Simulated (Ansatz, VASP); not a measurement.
Ge4F in VASP and in Ansatz

The input INCAR:

```
SYSTEM = Ge4F
ALGO     = Normal         ! electronic algorithm
DIPOL    = 0.5 0.5 0.327
EDIFF    = 1E-6           ! SCF threshold, eV
ENCUT    = 520            ! plane-wave cutoff, eV
GGA      = PE             ! functional
IDIPOL   = 3            
ISIF     = 2              ! what is computed and relaxed
ISMEAR   = 0              ! smearing method
IVDW     = 12             ! dispersion correction
LASPH    = .TRUE.         ! aspherical terms in the spheres
LCHARG   = .FALSE.        ! write CHGCAR
LDIPOL   = .TRUE.       
LREAL    = .FALSE.        ! projectors in reciprocal space
LWAVE    = .FALSE.        ! write WAVECAR
NBANDS   = 40             ! bands
NELM     = 60             ! most SCF steps
PREC     = Accurate       ! precision mode
SIGMA    = 0.1            ! smearing width, eV
```

Contents of KPOINTS:

```
k-points
0
G
  7 7 1
  0 0 0
```

POSCAR

```
Ge4F
1.0
    4.0303587917      0.0000000000      0.0000000000
    0.0000000000      4.0303587917      0.0000000000
    0.0000000000      0.0000000000     21.7416627734
Ge F
4 1
Direct
    0.0000000000      0.5000000000      0.1839785688
    0.0000000000      0.0000000000      0.2495184969
    0.5000000000      0.0000000000      0.3181867399
    0.5000000000      0.5000000000      0.3836717946
    0.7500000000      0.5000000000      0.4986584001
```

Input for Ansatz:

```yaml
crystal:
  lattice:
    - [4.0303587917, 0.0, 0.0]
    - [0.0, 4.0303587917, 0.0]
    - [0.0, 0.0, 21.7416627734]
  atoms:
    - { symbol: Ge, position: [0.0, 0.5, 0.1839785688] }
    - { symbol: Ge, position: [0.0, 0.0, 0.2495184969] }
    - { symbol: Ge, position: [0.5, 0.0, 0.3181867399] }
    - { symbol: Ge, position: [0.5, 0.5, 0.3836717946] }
    - { symbol: F, position: [0.75, 0.5, 0.4986584001] }
basis:
  ecutwfc: 420
kpoints:
  mp_grid: { grid: [7, 7, 1] }
hamiltonian:
  xc: pbe
  pseudopotentials: { kind: paw, azcp: { folder: soft_1 } }
  dispersion: d3bj
scf:
  occupations: { method: gaussian, width: 0.1 }
output:
  forces: true
  eigenvalues: true
efield:
  axis: 3
  dipole_correction: true
  ramp_width: 0.04
```

Alike in both runs: task single point; functional PBE; dispersion D3(BJ); k mesh 7 × 7 × 1; occupations gaussian, width 0.1 eV; no spin polarisation.

|  | VASP | Ansatz |
| --- | --- | --- |
| version | VASP 6.6.1 | Ansatz 0.2.0 |
| potentials or method | VASP PAW PBE potentials, release 64 (Ge_d, F), cutoff 520 eV | scalar-relativistic, plane waves, PAW |
| valence electrons in the cell | 63 | 63 |

```tsv
	VASP	Ansatz	Ansatz less VASP
gap on the k mesh at the Fermi level (eV)	none	none	-
rms of the force components (eV/Å)	0.903	0.905	+0.0023
```

Atom by atom the forces differ by 0.003 eV/Å (rms over components). A gap of «none» marks a metal or a gap that the smearing closes.
